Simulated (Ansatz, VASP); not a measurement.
## One calculation of HfN, two programs

```
Hf N
1.0
     0.00000    2.25844    2.25844
     2.25844    0.00000    2.25844
     2.25844    2.25844    0.00000
Hf N
1 1
Cartesian
  0.0000 0.0000 0.0000
  3.3877 3.3877 3.3877
```

Change from the starting cell: strain -0.080 along x and y, -0.080 along z, atoms carried along.

Alike in both runs: task single point; functional r2SCAN; k mesh 16 × 16 × 16; occupations gaussian, width 0.15 eV; no spin polarisation.

```csv
,VASP,Ansatz
version,VASP 6.6.1,Ansatz 0.2.0
potentials or method,"VASP PAW PBE potentials, release 64 (Hf_pv, N), cutoff 520 eV","scalar-relativistic, plane waves, PAW"
valence electrons in the cell,15,31
```

|  | VASP | Ansatz | Ansatz less VASP |
| --- | --- | --- | --- |
| gap on the k mesh at the Fermi level (eV) | none | none | - |
| pressure (GPa) | 78.2 | 77.9 | -0.28 |

VASP's potentials were made for PBE, not for r2SCAN. A gap of «none» marks a metal or a gap that the smearing closes. Both programs put the cell under a high pressure, so it lies far from rest at this level. The functional is the same, so the differences come from potentials, cutoffs and numerics. VASP's potentials hold 15 valence electrons a cell and Ansatz's 31, so a difference there can come from the potentials and not from the codes.

Neither program's run includes spin-orbit coupling. Noted on VASP's run: the cell as given lies far from equilibrium.
